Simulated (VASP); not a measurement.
Fe3Co2: single point with PBE

Crystal: Fe3Co2.

```
Fe Co
1.0
     2.50722    0.00000    0.00000
    -1.25361    2.17132    0.00000
     0.00000    0.00000   21.26520
Fe Co
6 4
Direct
  0.33333 0.66667 0.00000
  0.33333 0.66667 0.19864
  0.33333 0.66667 0.39736
  0.33333 0.66667 0.60264
  0.33333 0.66667 0.80136
  0.66667 0.33333 0.50000
  0.66667 0.33333 0.09934
  0.66667 0.33333 0.29777
  0.66667 0.33333 0.70223
  0.66667 0.33333 0.90066
```

```yaml
Program: VASP 6.6.1
Task: single point
Functional: PBE
Potentials_or_basis: VASP PAW PBE potentials, release 64 (Fe, Co)
Cutoff: 520 eV
k_mesh: 6 × 6 × 1
Occupations: gaussian, width 0.1 eV
Spin: collinear spin, ferromagnetic start
Starting_moments: "[4.0, 4.0, 4.0, 4.0, 4.0, 4.0, 3.0, 3.0, 3.0, 3.0] μB"
Dipole_correction: no
Further_INCAR_settings: ALGO = Normal; EDIFF = 1e-06; NBANDS = 57
```

* Pressure: -0.4 GPa
* Largest force: 0.022 eV/Å
* Net moment: 22.04 μB per cell
* Site moments: Fe +2.54, +2.53, +2.57 (each value once); Co +1.70, +1.69 (each value once) μB
* Valence electrons inside the program's atomic spheres: Fe 7.21, 7.22, 7.20, 7.19 (each value once); Co 8.20, 8.21 (each value once)

Forces in eV/Å, atoms in the order of the input:
```
Fe   0.000  0.000  0.000
Fe   0.000  0.000  0.015
Fe   0.000  0.000 -0.022
Fe   0.000  0.000  0.022
Fe   0.000  0.000 -0.015
Fe   0.000  0.000  0.000
Co   0.000  0.000  0.008
Co   0.000  0.000  0.001
Co   0.000  0.000 -0.001
Co   0.000  0.000 -0.008
```

Stress tensor (GPa, compression positive):
```
-0.14  0.00  0.00
 0.00 -0.14  0.00
 0.00  0.00 -0.97
```

Levels at points of the mesh, in eV from the Fermi level:
Spin up:
```
           k point  band 52  band 53  band 54  band 55  band 56  band 57
(0.00, 0.00, 0.00)    -0.88    -0.88    -0.77    -0.77    -0.77    -0.72
(0.50, 0.00, 0.00)     1.11     1.17     1.22     1.49     2.26     2.29
```
Spin down:
```
           k point  band 27  band 28  band 29  band 30  band 31  band 32  band 33  band 34  band 35  band 36
(0.00, 0.00, 0.00)    -0.59    -0.43    -0.13    -0.13    -0.07    -0.07     0.01     0.01     0.13     0.13
(0.50, 0.00, 0.00)    -0.13     0.06     0.08     0.32     0.39     0.41     0.72     1.24     1.24     1.25
```

Run time: 14 min on 1 thread of Oxide Virtual Turin-like Processor, with other jobs on the host, peak memory 0.29 GiB.

Caveat: the k points lie up to 0.48 Å⁻¹ apart; the highest band is partly filled, so the run has too few bands.
